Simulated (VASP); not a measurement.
# Ti2C (R-3m) in VASP: notebook

Ti2C is run at these levels: PBEsol; tasks: single point.

Program: VASP 6.6.1. These are calculated values, not measurements. Logs are shortened: lines on timing, memory, paths and dates and some standing lists are left out, and cuts for length are marked.

### Step 1. The cell of the first run

Symmetry: R-3m, No. 166, trigonal system. The conventional cell has a = 3.122 Å, b = 3.122 Å, c = 14.631 Å, α = 90.00°, β = 90.00°, γ = 120.00°. Ti (site symmetry 3m) has 3 C at 2.14 Å within 2.8 Å. C (site symmetry -3m) has 6 Ti at 2.14 Å within 2.8 Å.

### Step 2. Single point, PBEsol

Input file INCAR:

```
ALGO     = Normal         # electronic algorithm
EDIFF    = 1E-6           # SCF threshold, eV
ENCUT    = 520            # plane-wave cutoff, eV
GGA      = PS             # functional
ISIF     = 2              # what is computed and relaxed
ISMEAR   = -1             # smearing method
LASPH    = True           # aspherical terms in the spheres
LCHARG   = False          # write CHGCAR
LREAL    = False          # projectors in reciprocal space
LWAVE    = False          # write WAVECAR
NBANDS   = 21             # bands
NELM     = 60             # most SCF steps
PREC     = Accurate       # precision mode
SIGMA    = 0.05           # smearing width, eV
```

Input file KPOINTS:

```
k-points
0
Gamma
  10 10 10
```

Input file POSCAR:

```
Ti2C
1.0
    1.5609728505      0.9012280954      4.8771161940
   -1.5609728505      0.9012280954      4.8771161940
    0.0000000000     -1.8024561909      4.8771161940
Ti C
2 1
Direct
    0.7545021700      0.7545021700      0.7545021700
    0.2454978300      0.2454978300      0.2454978300
    0.5000000000      0.5000000000      0.5000000000
```

Potentials or basis: VASP PAW PBE potentials, release 64 (Ti_sv, C).

The run is started by

```sh
$ cat potpaw_PBE.64/Ti_sv/POTCAR potpaw_PBE.64/C/POTCAR > POTCAR
$ mpirun -np 1 vasp_std > vasp.out
```

OUTCAR:

```text
EDIFF = 1E-6
   ENCUT = 520
   GGA = PS
   ISIF = 2
   ISMEAR = -1
   LASPH = True
   LREAL = False
   NELM = 60
   PREC = Accurate

 ion  position               nearest neighbor table
   1  0.755  0.755  0.755-   3 2.14   3 2.14   3 2.14
   2  0.245  0.245  0.245-   3 2.14   3 2.14   3 2.14
   3  0.500  0.500  0.500-   2 2.14   2 2.14   1 2.14   1 2.14   2 2.14   1 2.14

  LATTYP: Found a trigonal (rhomboedric) cell.
 ALAT       =     5.1995298528
 COS(alpha) =     0.8197428324

  Lattice vectors:

 A1 = (   1.5609728505,   0.9012280954,   4.8771161940)
 A2 = (  -1.5609728505,   0.9012280954,   4.8771161940)
 A3 = (   0.0000000000,  -1.8024561909,   4.8771161940)

Analysis of symmetry for initial positions (statically):
=====================================================================
 Subroutine PRICEL returns:
 Original cell was already a primitive cell.

 Routine SETGRP: Setting up the symmetry group for a
 trigonal (rhombohedral) supercell.

 Subroutine GETGRP returns: Found 12 space group operations
 (whereof 12 operations were pure point group operations)
 out of a pool of 12 trial point group operations.

The static configuration has the point symmetry D_3d.

Analysis of symmetry for dynamics (positions and initial velocities):
=====================================================================
 Subroutine PRICEL returns:
 Original cell was already a primitive cell.

 Routine SETGRP: Setting up the symmetry group for a
 trigonal (rhombohedral) supercell.

 Subroutine GETGRP returns: Found 12 space group operations
 (whereof 12 operations were pure point group operations)
 out of a pool of 12 trial point group operations.

The dynamic configuration has the point symmetry D_3d.

 Subroutine INISYM returns: Found 12 space group operations
 (whereof 12 operations are pure point group operations),
 and found     1 'primitive' translations

----------------------------------------------------------------------------------------

                                     Primitive cell

  volume of cell :      41.1665

  direct lattice vectors                    reciprocal lattice vectors
     1.560972851  0.901228095  4.877116194     0.320313066  0.184932835  0.068346400
    -1.560972851  0.901228095  4.877116194    -0.320313066  0.184932835  0.068346400
     0.000000000 -1.802456191  4.877116194     0.000000000 -0.369865670  0.068346400

  length of vectors
     5.199529853  5.199529853  5.199529853     0.376127431  0.376127431  0.376127431

  position of ions in fractional coordinates (direct lattice)
     0.754502170  0.754502170  0.754502170
     0.245497830  0.245497830  0.245497830
     0.500000000  0.500000000  0.500000000

  ion indices of the primitive-cell ions
   primitive index   ion index
                 1           1
                 2           2
                 3           3

----------------------------------------------------------------------------------------

 KPOINTS: k-points

Automatic generation of k-mesh.
 Grid dimensions read from file:
 generate k-points for:   10   10   10

 Generating k-lattice:

  Cartesian coordinates                     Fractional coordinates (reciprocal lattice)
     0.032031307  0.018493283  0.006834640     0.100000000  0.000000000  0.000000000
    -0.032031307  0.018493283  0.006834640     0.000000000  0.100000000  0.000000000
     0.000000000 -0.036986567  0.006834640     0.000000000  0.000000000  0.100000000

  Length of vectors
     0.037612743  0.037612743  0.037612743

  Shift w.r.t. Gamma in fractional coordinates (k-lattice)
     0.000000000  0.000000000  0.000000000

 Subroutine IBZKPT returns following result:
 ===========================================

 Found    116 irreducible k-points:

 Following reciprocal coordinates:
            Coordinates               Weight
  0.000000  0.000000  0.000000      1.000000
  0.100000  0.000000  0.000000      6.000000
  0.200000  0.000000  0.000000      6.000000
  0.300000  0.000000  0.000000      6.000000
  0.400000  0.000000  0.000000      6.000000
  0.500000  0.000000 -0.000000      3.000000
[... 16 lines left out ...]
  0.300000  0.300000  0.000000      6.000000
  0.400000  0.300000  0.000000     12.000000
 [... further k-points ...]
   k-points           NKPTS =    116   k-points in BZ     NKDIM =    116   number of bands    NBANDS=     21
   number of dos      NEDOS =    301   number of ions     NIONS =      3
   total plane-waves  NPLWV =  64000
   dimension x,y,z NGX =    40 NGY =   40 NGZ =   40
   dimension x,y,z NGXF=    80 NGYF=   80 NGZF=   80
   ions per type =               2   1
   NGX,Y,Z   is equivalent  to a cutoff of  12.79, 12.79, 12.79 a.u.
   NGXF,Y,Z  is equivalent  to a cutoff of  25.58, 25.58, 25.58 a.u.
 SYSTEM =  unknown system
   PREC   = accura    normal or accurate (medium, high low for compatibility)
   ISTART =      0    job   : 0-new  1-cont  2-samecut
   ICHARG =      2    charge: 1-file 2-atom 10-const
   ISPIN  =      1    spin polarized calculation?
   LNONCOLLINEAR =      F non collinear calculations
   LSORBIT =      F    spin-orbit coupling
   LASPH  =      T    aspherical Exc in radial PAW
   ENCUT  =  520.0 eV  38.22 Ry    6.18 a.u.   9.67  9.67  9.67*2*pi/ulx,y,z
   NELM   =     60;   NELMIN=  2; NELMDL= -5     # of ELM steps
   EDIFF  = 0.1E-05   stopping-criterion for ELM
   LREAL  =      F    real-space projection
   EDIFFG = 0.1E-04   stopping-criterion for IOM
   NSW    =      0    number of steps for IOM
   IBRION =     -1    ionic relax: 0-MD 1-quasi-New 2-CG
   NFREE  =      0    steps in history (QN), initial steepest desc. (CG)
   ISIF   =      2    stress and relaxation
   ISYM   =      2    0-nonsym 1-usesym 2-fastsym
   POTIM  = 0.5000    time-step for ionic-motion
   TEBEG  =    0.0;   TEEND  =   0.0 temperature during run
   PSTRESS=    0.0 pullay stress
   NELECT =      28.0000    total number of electrons
   NUPDOWN=      -1.0000    fix difference up-down
   EMIN   =  10.00;   EMAX   =-10.00  energy-range for DOS
   EFERMI =   0.00;   METHOD = LEGACY
   ISMEAR =    -1;   SIGMA  =   0.05  broadening in eV -4-tet -1-fermi 0-gaus
   EFERMI_NEDOS =   21; number of points for ismear=-14 and -15
   IALGO  =     38    algorithm
   IMIX   =      4    mixing-type and parameters
     AMIX     =   0.40;   BMIX     =  1.00
     AMIX_MAG =   1.60;   BMIX_MAG =  1.00
  volume/ion in A,a.u.               =      13.72        92.60
  Fermi-wavevector in a.u.,A,eV,Ry     =   1.439724  2.720685 28.202243  2.072806
  Thomas-Fermi vector in A             =   2.558548
   LORBIT       =      0    0 simple, 1 ext, 2 COOP (PROOUT), +10 PAW based schemes
   GGA     = PS    functional components
   LHFCALC =     F    Hartree Fock is set to
   AEXX    =    0.0000 exact exchange contribution
   IVDW    =     0    specifies the selected vdW correction
   LEPSILON=     F    determine dielectric tensor
   LRPA    =     F    only Hartree local field effects (RPA)
 non-spin polarized calculation
  energy-cutoff  :      520.00
  volume of cell :       41.17
 maximum number of plane-waves:      1126
   NGX = 19   NGY = 19   NGZ = 19

 number of electron      28.0000001 magnetization

 Free energy of the ion-electron system (eV)
  ---------------------------------------------------
  ext. energy  EPLUGINS =         0.00000000
  ---------------------------------------------------
  free energy    TOTEN  =       -28.33982834 eV

  energy without entropy =      -28.32136168  energy(sigma->0) =      -28.33059501

 E-fermi :   7.8555     XC(G=0): -11.7765

 val. band max:        7.8341683718   @ k =   0.4000   0.3000   0.2000
 cond. band min:       7.8558149169   @ k =  -0.4000   0.5000   0.4000
 fundamental gap:      0.0216465451
 Fermi energy:         7.8555031577

 k-point     1 :       0.0000    0.0000    0.0000
  band No.  band energies     occupation
      1     -48.7574      2.00000
      2     -48.6707      2.00000
      3     -25.3946      2.00000
      4     -24.9283      2.00000
      5     -24.9283      2.00000
      6     -24.8978      2.00000
[... 13 lines left out ...]
     20      10.6906      0.00000
     21      11.7129      0.00000

 k-point     2 :       0.1000    0.0000    0.0000
  band No.  band energies     occupation
      1     -48.7518      2.00000
      2     -48.6693      2.00000
      3     -25.3796      2.00000
      4     -24.9584      2.00000
      5     -24.9349      2.00000
      6     -24.9027      2.00000
[... 13 lines left out ...]
     20      10.7521      0.00000
     21      11.8750      0.00000

 k-point     3 :       0.2000    0.0000    0.0000
  band No.  band energies     occupation
      1     -48.7366      2.00000
      2     -48.6660      2.00000
      3     -25.3380      2.00000
      4     -25.0326      2.00000
      5     -24.9627      2.00000
      6     -24.9523      2.00000
[... 13 lines left out ...]
     20      10.9435      0.00000
     21      12.2766      0.00000

 k-point     4 :       0.3000    0.0000    0.0000
  band No.  band energies     occupation
      1     -48.7158      2.00000
      2     -48.6638      2.00000
      3     -25.2813      2.00000
      4     -25.1221      2.00000
      5     -25.0477      2.00000
      6     -24.9735      2.00000
[... 13 lines left out ...]
     20      11.0111      0.00000
     21      12.7369      0.00000

 k-point     5 :       0.4000    0.0000    0.0000
  band No.  band energies     occupation
      1     -48.6953      2.00000
      2     -48.6657      2.00000
      3     -25.2391      2.00000
      4     -25.1887      2.00000
      5     -25.0973      2.00000
      6     -25.0077      2.00000
[... 13 lines left out ...]
     20      11.0170      0.00000
     21      11.9428      0.00000
[... 382 lines left out ...]
     20      11.9743      0.00000
     21      12.2116      0.00000

 k-point    22 :      -0.2000    0.2000    0.0000
  band No.  band energies     occupation
      1     -48.7078      2.00000
      2     -48.6611      2.00000
      3     -25.2699      2.00000
      4     -25.1151      2.00000
      5     -25.1090      2.00000
      6     -24.9927      2.00000
[... 13 lines left out ...]
     20      12.1132      0.00000
     21      12.1911      0.00000

 k-point    23 :       0.3000    0.3000    0.0000
  band No.  band energies     occupation
      1     -48.7150      2.00000
      2     -48.6646      2.00000
      3     -25.3027      2.00000
      4     -25.1660      2.00000
      5     -25.0155      2.00000
      6     -24.9973      2.00000
[... 13 lines left out ...]
     20      10.9926      0.00000
     21      12.1226      0.00000

 k-point    24 :       0.4000    0.3000    0.0000
  band No.  band energies     occupation
      1     -48.7030      2.00000
      2     -48.6637      2.00000
      3     -25.2905      2.00000
      4     -25.2166      2.00000
      5     -25.0462      2.00000
      6     -25.0014      2.00000
[... 13 lines left out ...]
     20      11.4217      0.00000
     21      12.1378      0.00000

 [... further k-points ...]
[... 5 lines left out ...]
  --------------------------------------------------------------------------------------
  -------------------------------------------------------------------------------------
  Total       -2.8725577     -2.8725577     -2.6434476      0.0000000      0.0000000      0.0000000
  in kB     -111.7982283   -111.7982283   -102.8813993      0.0000000      0.0000000      0.0000000
  external PRESSURE =    -108.8259520 kB  Pullay stress =       0.0000000 kB

 VOLUME and BASIS-vectors are now :
 -----------------------------------------------------------------------------
  energy-cutoff  :      520.00
  volume of cell :       41.17
      direct lattice vectors                 reciprocal lattice vectors
     1.560972851  0.901228095  4.877116194     0.320313066  0.184932835  0.068346400
    -1.560972851  0.901228095  4.877116194    -0.320313066  0.184932835  0.068346400
     0.000000000 -1.802456191  4.877116194     0.000000000 -0.369865670  0.068346400

 POSITION                                       TOTAL-FORCE (eV/Angst)
 -----------------------------------------------------------------------------------
      0.00000     -0.00000     11.03938         0.000000     -0.000000      0.556694
      0.00000     -0.00000      3.59196         0.000000      0.000000     -0.556694
      0.00000     -0.00000      7.31567         0.000000      0.000000      0.000000
 -----------------------------------------------------------------------------------
    total drift:                                0.000000      0.000000     -0.000000

  FREE ENERGIE OF THE ION-ELECTRON SYSTEM (eV)
  ---------------------------------------------------
  free  energy   TOTEN  =       -28.3398283390 eV

  energy  without entropy=      -28.3213616794  energy(sigma->0) =      -28.33059501
```

It took 3.3 min on 1 thread of Intel Xeon Platinum 8488C (Sapphire Rapids), shared host; peak memory 0.28 GiB.

What came out:

```
Free energy            : -28.3398 eV
Pressure               : -10.9 GPa
Largest force          : 0.557 eV/Å
Band gap on the k mesh : zero (band 14 reaches 8.43 eV, above the bottom of band 15 at 7.64 eV)
```

Forces in eV/Å, atoms in the order of the input:
```
Ti   0.000  0.000  0.557
Ti   0.000  0.000 -0.557
C    0.000  0.000  0.000
```

Stress tensor (GPa, compression positive):
```
-11.18   0.00   0.00
  0.00 -11.18   0.00
  0.00   0.00 -10.29
```

Caveat: the PAW data sets were made with another functional, which shifts forces and pressure a little.

### Step 3. Single point, PBEsol

This run uses another cell than the first one, of 13.99 Å³/atom, 1.019 times its volume.

Input file INCAR:

```
PREC = Accurate ; ENCUT = 520
EDIFF = 1E-7 ; ISMEAR = -1
SIGMA = 0.05 ; LREAL = F
LASPH = T ; NELM = 60
ALGO = Normal ; ISIF = 2
LWAVE = F ; LCHARG = F
GGA = PS ; NBANDS = 21
```

Input file KPOINTS:

```
Automatic mesh
0
Gamma
  10 10 10
```

Input file POSCAR:

```
Ti2C
1.0
    1.5709156208      0.9069685565      4.9081814659
   -1.5709156208      0.9069685565      4.9081814659
    0.0000000000     -1.8139371131      4.9081814659
Ti C
2 1
Direct
    0.7545021700      0.7545021700      0.7545021700
    0.2454978300      0.2454978300      0.2454978300
    0.5000000000      0.5000000000      0.5000000000
```

Potentials or basis: VASP PAW PBE potentials, release 64 (Ti_sv, C).

The run is started by

```sh
$ cat potpaw_PBE.64/Ti_sv/POTCAR potpaw_PBE.64/C/POTCAR > POTCAR
$ mpirun -np 1 vasp_std > vasp.out
```

It took 3.6 min on 1 thread of Intel Xeon Platinum 8488C (Sapphire Rapids), shared host; peak memory 0.29 GiB.

The run converged. Its results:

```
Free energy            : -28.2796 eV
Pressure               : -13.6 GPa
Largest force          : 0.730 eV/Å
Band gap on the k mesh : zero (band 14 reaches 8.23 eV, above the bottom of band 15 at 7.45 eV)
```

Forces on the atoms (eV/Å):
```
Ti   0.000  0.000  0.730
Ti   0.000  0.000 -0.730
C    0.000  0.000  0.000
```

Stress tensor (GPa, compression positive):
```
-13.94   0.00   0.00
  0.00 -13.94   0.00
  0.00   0.00 -12.93
```

Levels at points of the mesh, in eV from the Fermi level:
```tsv
k point	band 12	band 13	band 14	band 15	band 16	band 17
(0.00, 0.00, 0.00)	-2.41	-2.07	0.45	0.45	0.92	1.78
(0.50, 0.00, 0.00)	-2.35	-1.20	-0.92	0.09	1.69	2.48
(0.50, 0.50, 0.00)	-2.49	-1.53	-0.87	0.78	2.28	2.63
(0.50, 0.50, 0.50)	-2.27	-0.86	0.12	0.79	0.79	1.62
```

Caveat: the PAW data sets were made with another functional, which shifts forces and pressure a little.

### Step 4. Single point, PBEsol (volume scaled by 0.96)

Input file INCAR:

```
SYSTEM = Ti2C
PREC     = Accurate       ! precision mode
ENCUT    = 520            ! plane-wave cutoff, eV
EDIFF    = 1E-6           ! SCF threshold, eV
ISMEAR   = -1             ! smearing method
SIGMA    = 0.05           ! smearing width, eV
LREAL    = .FALSE.        ! projectors in reciprocal space
LASPH    = .TRUE.         ! aspherical terms in the spheres
NELM     = 80             ! most SCF steps
ALGO     = Normal         ! electronic algorithm
ISIF     = 2              ! what is computed and relaxed
LWAVE    = .FALSE.        ! write WAVECAR
LCHARG   = .TRUE.         ! write CHGCAR
GGA      = PS             ! functional
LELF     = .TRUE.         ! ELF
LVHAR    = .TRUE.       
NBANDS   = 21             ! bands
```

Input file KPOINTS:

```
regular mesh
0
G
  10 10 10
  0 0 0
```

Input file POSCAR:

```
Ti2C
1.0
    1.5198753828      0.8775004613      4.7487109334
   -1.5198753828      0.8775004613      4.7487109334
    0.0000000000     -1.7550009228      4.7487109334
Ti C
2 1
Direct
    0.7545021700      0.7545021700      0.7545021700
    0.2454978300      0.2454978300      0.2454978300
    0.5000000000      0.5000000000      0.5000000000
```

The run is started by

```sh
$ cat potpaw_PBE.64/Ti_sv/POTCAR potpaw_PBE.64/C/POTCAR > POTCAR
$ mpirun -np 1 vasp_std > vasp.out
```

Wall time 85 s (1 thread of Intel Xeon 6975P-C (Granite Rapids), shared host); peak memory 0.29 GiB.

Results (log left out):

- Free energy: -28.4222 eV
- Pressure: 3.4 GPa
- Largest force: 0.297 eV/Å
- Band gap on the k mesh: zero (band 14 reaches 9.31 eV, above the bottom of band 15 at 8.48 eV)

Forces in eV/Å, atoms in the order of the input:
```
Ti   0.000  0.000 -0.297
Ti   0.000  0.000  0.297
C    0.000  0.000  0.000
```

Stress tensor (GPa, compression positive):
```
3.25 0.00 0.00
0.00 3.25 0.00
0.00 0.00 3.57
```

Levels at points of the mesh, in eV from the Fermi level:
| k point | band 12 | band 13 | band 14 | band 15 | band 16 | band 17 |
| --- | --- | --- | --- | --- | --- | --- |
| (0.00, 0.00, 0.00) | -2.65 | -1.97 | 0.49 | 0.49 | 1.04 | 2.04 |
| (0.50, 0.00, 0.00) | -2.51 | -1.34 | -0.98 | 0.15 | 1.93 | 2.83 |
| (0.50, 0.50, 0.00) | -2.69 | -1.76 | -0.87 | 0.95 | 2.62 | 3.02 |
| (0.50, 0.50, 0.50) | -2.49 | -0.89 | 0.14 | 0.88 | 0.88 | 1.85 |

Caveat: the cell differs from its parent crystal (volume scaled by 0.96); the PAW data sets were made with another functional, which shifts forces and pressure a little.

### Step 5. Overview

| cell | gap on the mesh (eV) | pressure (GPa) | largest force (eV/Å) |
| --- | --- | --- | --- |
| a = 5.200 Å, angles 34.9°, 3 atoms | none | -10.9 | 0.56 |
| a = 5.233 Å, angles 34.9°, 3 atoms | none | -13.6 | 0.73 |
| a = 5.063 Å, angles 34.9°, 3 atoms | none | 3.4 | 0.30 |

Alike in all rows: task single point; level PBEsol; potentials or basis VASP PAW PBE potentials, release 64 (Ti_sv, C); no spin polarisation; k mesh 10 × 10 × 10; cutoff (eV) 520; smearing fermi-dirac 0.05 eV.

Caveats: the PAW data sets were made with another functional, which shifts forces and pressure a little.

Absolute energies hang on the potentials; compare differences alone.
